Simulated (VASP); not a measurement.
# InAs (F-43m) in VASP: notebook

The runs below take InAs through single point, with PBEsol.

Everything below comes from runs of VASP 6.6.1. Logs are shortened: lines on timing, memory, paths and dates and some standing lists are left out, and cuts for length are marked.

## Step 1: The cell of the first run

It takes space group F-43m (No. 216, cubic). Conventional cell: a = 5.825 Å, b = 5.825 Å, c = 5.825 Å, α = 90.00°, β = 90.00°, γ = 90.00°. Within 3.3 Å of In (site symmetry -43m) lie 4 As at 2.52 Å. As (site symmetry -43m) has 4 In at 2.52 Å within 3.3 Å.

## Step 2: Single point, PBEsol

INCAR

```
  ALGO = Normal
  EDIFF = 1E-6
  ENCUT = 500
  GGA = PS
  GGA_COMPAT = F
  ISIF = 2
  ISMEAR = -1
  LASPH = T
  LCHARG = F
  LREAL = F
  LWAVE = F
  NBANDS = 16
  NELM = 120
  PREC = Accurate
  SIGMA = 0.05
```

KPOINTS

```
k-points
0
Gamma
  8 8 8
```

POSCAR

```
InAs
1.0
    0.0000000000      2.9127185860      2.9127185860
    2.9127185860      0.0000000000      2.9127185860
    2.9127185860      2.9127185860      0.0000000000
In As
1 1
Direct
    0.0000000000      0.0000000000      0.0000000000
    0.7500000000      0.7500000000      0.7500000000
```

Potentials or basis: VASP PAW PBE potentials, release 64 (In_d, As).

Run with:

```sh
> cat potpaw_PBE.64/In_d/POTCAR potpaw_PBE.64/As/POTCAR > POTCAR
> mpirun -np 1 vasp_std > vasp.out
```

OUTCAR:

```text
EDIFF = 1E-6
   ENCUT = 500
   GGA = PS
   ISIF = 2
   ISMEAR = -1
   LASPH = T
   LREAL = F
   NELM = 120
   PREC = Accurate

 ion  position               nearest neighbor table
   1  0.000  0.000  0.000-   2 2.52   2 2.52   2 2.52   2 2.52
   2  0.750  0.750  0.750-   1 2.52   1 2.52   1 2.52   1 2.52

  LATTYP: Found a face centered cubic cell.
 ALAT       =     5.8254371720

  Lattice vectors:

 A1 = (   0.0000000000,   2.9127185860,   2.9127185860)
 A2 = (   2.9127185860,   0.0000000000,   2.9127185860)
 A3 = (   2.9127185860,   2.9127185860,   0.0000000000)

Analysis of symmetry for initial positions (statically):
=====================================================================
 Subroutine PRICEL returns:
 Original cell was already a primitive cell.

 Routine SETGRP: Setting up the symmetry group for a
 face centered cubic supercell.

 Subroutine GETGRP returns: Found 24 space group operations
 (whereof 24 operations were pure point group operations)
 out of a pool of 48 trial point group operations.

The static configuration has the point symmetry T_d .

Analysis of symmetry for dynamics (positions and initial velocities):
=====================================================================
 Subroutine PRICEL returns:
 Original cell was already a primitive cell.

 Routine SETGRP: Setting up the symmetry group for a
 face centered cubic supercell.

 Subroutine GETGRP returns: Found 24 space group operations
 (whereof 24 operations were pure point group operations)
 out of a pool of 48 trial point group operations.

The dynamic configuration has the point symmetry T_d .

 Subroutine INISYM returns: Found 24 space group operations
 (whereof 24 operations are pure point group operations),
 and found     1 'primitive' translations

----------------------------------------------------------------------------------------

                                     Primitive cell

  volume of cell :      49.4226

  direct lattice vectors                    reciprocal lattice vectors
     0.000000000  2.912718586  2.912718586    -0.171660936  0.171660936  0.171660936
     2.912718586  0.000000000  2.912718586     0.171660936 -0.171660936  0.171660936
     2.912718586  2.912718586  0.000000000     0.171660936  0.171660936 -0.171660936

  length of vectors
     4.119206128  4.119206128  4.119206128     0.297325464  0.297325464  0.297325464

  position of ions in fractional coordinates (direct lattice)
     0.000000000  0.000000000  0.000000000
     0.750000000  0.750000000  0.750000000

  ion indices of the primitive-cell ions
   primitive index   ion index
                 1           1
                 2           2

----------------------------------------------------------------------------------------

 KPOINTS: k-points

Automatic generation of k-mesh.
 Grid dimensions read from file:
 generate k-points for:    8    8    8

 Generating k-lattice:

  Cartesian coordinates                     Fractional coordinates (reciprocal lattice)
    -0.021457617  0.021457617  0.021457617     0.125000000  0.000000000  0.000000000
     0.021457617 -0.021457617  0.021457617     0.000000000  0.125000000  0.000000000
     0.021457617  0.021457617 -0.021457617     0.000000000  0.000000000  0.125000000

  Length of vectors
     0.037165683  0.037165683  0.037165683

  Shift w.r.t. Gamma in fractional coordinates (k-lattice)
     0.000000000  0.000000000  0.000000000

 Subroutine IBZKPT returns following result:
 ===========================================

 Found     29 irreducible k-points:

 Following reciprocal coordinates:
            Coordinates               Weight
  0.000000  0.000000  0.000000      1.000000
  0.125000  0.000000  0.000000      8.000000
  0.250000  0.000000  0.000000      8.000000
  0.375000  0.000000  0.000000      8.000000
  0.500000  0.000000  0.000000      4.000000
  0.125000  0.125000  0.000000      6.000000
[... 16 lines left out ...]
  0.500000  0.250000  0.125000     48.000000
 -0.375000  0.250000  0.125000     24.000000
 [... further k-points ...]
   k-points           NKPTS =     29   k-points in BZ     NKDIM =     29   number of bands    NBANDS=     16
   number of dos      NEDOS =    301   number of ions     NIONS =      2
   total plane-waves  NPLWV =  27000
   dimension x,y,z NGX =    30 NGY =   30 NGZ =   30
   dimension x,y,z NGXF=    60 NGYF=   60 NGZF=   60
   ions per type =               1   1
   NGX,Y,Z   is equivalent  to a cutoff of  12.11, 12.11, 12.11 a.u.
   NGXF,Y,Z  is equivalent  to a cutoff of  24.22, 24.22, 24.22 a.u.
 SYSTEM =  unknown system
   PREC   = accura    normal or accurate (medium, high low for compatibility)
   ISTART =      0    job   : 0-new  1-cont  2-samecut
   ICHARG =      2    charge: 1-file 2-atom 10-const
   ISPIN  =      1    spin polarized calculation?
   LNONCOLLINEAR =      F non collinear calculations
   LSORBIT =      F    spin-orbit coupling
   LASPH  =      T    aspherical Exc in radial PAW
   ENCUT  =  500.0 eV  36.75 Ry    6.06 a.u.   7.51  7.51  7.51*2*pi/ulx,y,z
   NELM   =    120;   NELMIN=  2; NELMDL= -5     # of ELM steps
   EDIFF  = 0.1E-05   stopping-criterion for ELM
   LREAL  =      F    real-space projection
   EDIFFG = 0.1E-04   stopping-criterion for IOM
   NSW    =      0    number of steps for IOM
   IBRION =     -1    ionic relax: 0-MD 1-quasi-New 2-CG
   NFREE  =      0    steps in history (QN), initial steepest desc. (CG)
   ISIF   =      2    stress and relaxation
   ISYM   =      2    0-nonsym 1-usesym 2-fastsym
   POTIM  = 0.5000    time-step for ionic-motion
   TEBEG  =    0.0;   TEEND  =   0.0 temperature during run
   PSTRESS=    0.0 pullay stress
   NELECT =      18.0000    total number of electrons
   NUPDOWN=      -1.0000    fix difference up-down
   EMIN   =  10.00;   EMAX   =-10.00  energy-range for DOS
   EFERMI =   0.00;   METHOD = LEGACY
   ISMEAR =    -1;   SIGMA  =   0.05  broadening in eV -4-tet -1-fermi 0-gaus
   EFERMI_NEDOS =   21; number of points for ismear=-14 and -15
   IALGO  =     38    algorithm
   IMIX   =      4    mixing-type and parameters
     AMIX     =   0.40;   BMIX     =  1.00
     AMIX_MAG =   1.60;   BMIX_MAG =  1.00
  volume/ion in A,a.u.               =      24.71       166.76
  Fermi-wavevector in a.u.,A,eV,Ry     =   1.169115  2.209307 18.596842  1.366829
  Thomas-Fermi vector in A             =   2.305592
   LORBIT       =      0    0 simple, 1 ext, 2 COOP (PROOUT), +10 PAW based schemes
   GGA     = PS    functional components
   LHFCALC =     F    Hartree Fock is set to
   AEXX    =    0.0000 exact exchange contribution
   IVDW    =     0    specifies the selected vdW correction
   LEPSILON=     F    determine dielectric tensor
   LRPA    =     F    only Hartree local field effects (RPA)
 non-spin polarized calculation
  energy-cutoff  :      500.00
  volume of cell :       49.42
 maximum number of plane-waves:      1283
   NGX = 15   NGY = 15   NGZ = 15

 number of electron      18.0000012 magnetization

 Free energy of the ion-electron system (eV)
  ---------------------------------------------------
  ext. energy  EPLUGINS =         0.00000000
  ---------------------------------------------------
  free energy    TOTEN  =        -8.28784936 eV

  energy without entropy =       -8.28769721  energy(sigma->0) =       -8.28777329

 E-fermi :   5.7636     XC(G=0):  -9.7811

 val. band max:        5.5904503653   @ k =   0.0000   0.0000   0.0000
 cond. band min:       5.8752136640   @ k =   0.0000   0.0000   0.0000
 fundamental gap:      0.2847632986
 Fermi energy:         5.7635548385

 k-point     1 :       0.0000    0.0000    0.0000
  band No.  band energies     occupation
      1      -9.0353      2.00000
      2      -9.0353      2.00000
      3      -9.0353      2.00000
      4      -8.8524      2.00000
      5      -8.8524      2.00000
      6      -7.0971      2.00000
[... 8 lines left out ...]
     15      15.5487      0.00000
     16      15.5487      0.00000

 k-point     2 :       0.1250    0.0000    0.0000
  band No.  band energies     occupation
      1      -9.0708      2.00000
      2      -9.0266      2.00000
      3      -9.0266      2.00000
      4      -8.8528      2.00000
      5      -8.8528      2.00000
      6      -6.8959      2.00000
[... 8 lines left out ...]
     15      14.4823      0.00000
     16      14.4823      0.00000

 k-point     3 :       0.2500    0.0000    0.0000
  band No.  band energies     occupation
      1      -9.1452      2.00000
      2      -9.0078      2.00000
      3      -9.0078      2.00000
      4      -8.8510      2.00000
      5      -8.8510      2.00000
      6      -6.3470      2.00000
[... 8 lines left out ...]
     15      14.2386      0.00000
     16      14.2386      0.00000

 k-point     4 :       0.3750    0.0000    0.0000
  band No.  band energies     occupation
      1      -9.2092      2.00000
      2      -8.9934      2.00000
      3      -8.9934      2.00000
      4      -8.8446      2.00000
      5      -8.8446      2.00000
      6      -5.6276      2.00000
[... 8 lines left out ...]
     15      15.3244      0.00000
     16      15.3244      0.00000

 k-point     5 :       0.5000    0.0000    0.0000
  band No.  band energies     occupation
      1      -9.2336      2.00000
      2      -8.9889      2.00000
      3      -8.9889      2.00000
      4      -8.8404      2.00000
      5      -8.8404      2.00000
      6      -5.2214      2.00000
[... 8 lines left out ...]
     15      16.6934      0.00000
     16      16.6934      0.00000

 k-point     6 :       0.1250    0.1250    0.0000
  band No.  band energies     occupation
      1      -9.0899      2.00000
      2      -9.0182      2.00000
      3      -9.0182      2.00000
      4      -8.8599      2.00000
      5      -8.8475      2.00000
      6      -6.8306      2.00000
[... 8 lines left out ...]
     15      14.6776      0.00000
     16      15.7132      0.00000

 k-point     7 :       0.2500    0.1250    0.0000
  band No.  band energies     occupation
      1      -9.1487      2.00000
      2      -9.0023      2.00000
      3      -8.9984      2.00000
      4      -8.8657      2.00000
      5      -8.8430      2.00000
      6      -6.4000      2.00000
[... 8 lines left out ...]
     15      15.3521      0.00000
     16      15.4116      0.00000

 k-point     8 :       0.3750    0.1250    0.0000
  band No.  band energies     occupation
      1      -9.2072      2.00000
      2      -8.9896      2.00000
      3      -8.9820      2.00000
      4      -8.8627      2.00000
      5      -8.8383      2.00000
      6      -5.7248      2.00000
[... 8 lines left out ...]
     15      15.2791      0.00000
     16      16.0475      0.00000

 k-point     9 :       0.5000    0.1250    0.0000
  band No.  band energies     occupation
      1      -9.2385      2.00000
      2      -8.9840      2.00000
      3      -8.9766      2.00000
      4      -8.8522      2.00000
      5      -8.8387      2.00000
      6      -5.1528      2.00000
[... 8 lines left out ...]
     15      16.2297      0.00000
     16      16.7633      0.00000
[... 172 lines left out ...]
 k-point    19 :       0.5000    0.3750    0.0000
  band No.  band energies     occupation
      1      -9.2937      2.00000
      2      -8.9316      2.00000
      3      -8.9219      2.00000
      4      -8.9025      2.00000
      5      -8.8241      2.00000
      6      -4.6891      2.00000
[... 8 lines left out ...]
     15      17.3131      0.00000
     16      18.2161      0.00000

 k-point    20 :      -0.3750    0.3750    0.0000
  band No.  band energies     occupation
      1      -9.2813      2.00000
      2      -8.9498      2.00000
      3      -8.9298      2.00000
      4      -8.8857      2.00000
      5      -8.8347      2.00000
      6      -4.5539      2.00000
[... 8 lines left out ...]
     15      15.8325      0.00000
     16      19.0492      0.00000

 k-point    21 :       0.5000    0.5000    0.0000
  band No.  band energies     occupation
      1      -9.3089      2.00000
      2      -8.9167      2.00000
      3      -8.9124      2.00000
      4      -8.9124      2.00000
      5      -8.8189      2.00000
      6      -4.5487      2.00000
[... 8 lines left out ...]
     15      17.2846      0.00000
     16      18.2277      0.00000

 k-point    22 :       0.3750    0.2500    0.1250
  band No.  band energies     occupation
      1      -9.1992      2.00000
      2      -8.9850      2.00000
      3      -8.9781      2.00000
      4      -8.8722      2.00000
      5      -8.8386      2.00000
      6      -5.9021      2.00000
[... 8 lines left out ...]
     15      16.0653      0.00000
     16      16.8336      0.00000

 k-point    23 :       0.5000    0.2500    0.1250
  band No.  band energies     occupation
      1      -9.2385      2.00000
      2      -8.9771      2.00000
      3      -8.9616      2.00000
      4      -8.8683      2.00000
      5      -8.8389      2.00000
      6      -5.2503      2.00000
[... 8 lines left out ...]
     15      16.2869      0.00000
     16      17.0176      0.00000

 k-point    24 :      -0.3750    0.2500    0.1250
  band No.  band energies     occupation
      1      -9.2530      2.00000
      2      -8.9759      2.00000
      3      -8.9557      2.00000
      4      -8.8616      2.00000
      5      -8.8420      2.00000
      6      -4.8901      2.00000
[... 8 lines left out ...]
     15      16.1683      0.00000
     16      17.1492      0.00000

 [... further k-points ...]

------------------------ aborting loop because EDIFF is reached ----------------------------------------

  FORCE on cell =-STRESS in cart. coord.  units (eV):
  Direction    XX          YY          ZZ          XY          YZ          ZX
  --------------------------------------------------------------------------------------
  -------------------------------------------------------------------------------------
  Total        3.1287346      3.1287346      3.1287346      0.0000000      0.0000000     -0.0000000
  in kB      101.4270359    101.4270359    101.4270359      0.0000000      0.0000000     -0.0000000
  external PRESSURE =     101.4270359 kB  Pullay stress =       0.0000000 kB

 VOLUME and BASIS-vectors are now :
 -----------------------------------------------------------------------------
  energy-cutoff  :      500.00
  volume of cell :       49.42
      direct lattice vectors                 reciprocal lattice vectors
     0.000000000  2.912718586  2.912718586    -0.171660936  0.171660936  0.171660936
     2.912718586  0.000000000  2.912718586     0.171660936 -0.171660936  0.171660936
     2.912718586  2.912718586  0.000000000     0.171660936  0.171660936 -0.171660936

 POSITION                                       TOTAL-FORCE (eV/Angst)
 -----------------------------------------------------------------------------------
      0.00000      0.00000      0.00000         0.000000     -0.000000      0.000000
      4.36908      4.36908      4.36908        -0.000000      0.000000     -0.000000
 -----------------------------------------------------------------------------------
    total drift:                               -0.000000     -0.000000     -0.000000

  FREE ENERGIE OF THE ION-ELECTRON SYSTEM (eV)
  ---------------------------------------------------
  free  energy   TOTEN  =        -8.2878493640 eV

  energy  without entropy=       -8.2876972096  energy(sigma->0) =       -8.28777329
```

Run time: 17 s. Hardware: 1 thread of Intel Xeon 6975P-C (Granite Rapids), shared host; peak memory 0.17 GiB.

What came out:

| Quantity | Value |
| --- | --- |
| Free energy | -8.2878 eV |
| Pressure | 10.1 GPa |
| Band gap on the k mesh | 0.28 eV, direct |

Caveat: the PAW data sets were made with another functional, which shifts forces and pressure a little; spin-orbit coupling is left out, which moves the levels of the heavy elements.

## Step 3: Single point, PBEsol

This run uses another cell than the first one, of 26.16 Å³/atom, 1.059 times its volume.

INCAR

```
SYSTEM = InAs
  ALGO = Normal
  EDIFF = 1E-6
  ENCUT = 500
  GGA = PS
  GGA_COMPAT = .False.
  ISIF = 2
  ISMEAR = -1
  LASPH = .True.
  LCHARG = .True.
  LELF = .True.
  LREAL = .False.
  LVHAR = .True.
  LWAVE = .False.
  NBANDS = 16
  NELM = 120
  PREC = Accurate
  SIGMA = 0.05
```

KPOINTS

```
k-points
0
Gamma
  8 8 8
  0 0 0
```

POSCAR

```
InAs
1.0
    0.0000000000      2.9685188642      2.9685188642
    2.9685188642      0.0000000000      2.9685188642
    2.9685188642      2.9685188642      0.0000000000
In As
1 1
Direct
    0.0000000000      0.0000000000      0.0000000000
    0.7500000000      0.7500000000      0.7500000000
```

Potentials or basis: VASP PAW PBE potentials, release 64 (In_d, As).

Run with:

```sh
> cat potpaw_PBE.64/In_d/POTCAR potpaw_PBE.64/As/POTCAR > POTCAR
> mpirun -np 1 vasp_std > vasp.out
```

It took 14 s on 1 thread of Intel Xeon 6975P-C (Granite Rapids), shared host; peak memory 0.18 GiB.

Results (log left out):

| Quantity | Value |
| --- | --- |
| Free energy | -8.4242 eV |
| Pressure | 5.1 GPa |
| Band gap on the k mesh | zero (filled and empty bands touch) |

Levels at points of the mesh, in eV from the Fermi level:
| k point | band 6 | band 7 | band 8 | band 9 | band 10 | band 11 | band 12 | band 13 |
| --- | --- | --- | --- | --- | --- | --- | --- | --- |
| (0.00, 0.00, 0.00) | -12.32 | -0.06 | -0.06 | -0.06 | -0.06 | 3.81 | 3.81 | 3.81 |
| (0.50, 0.00, 0.00) | -10.66 | -6.17 | -1.14 | -1.14 | 0.93 | 4.59 | 4.59 | 6.70 |
| (0.50, 0.50, 0.00) | -10.05 | -6.19 | -2.60 | -2.60 | 1.28 | 1.92 | 9.38 | 9.55 |

Caveat: the PAW data sets were made with another functional, which shifts forces and pressure a little; spin-orbit coupling is left out, which moves the levels of the heavy elements.
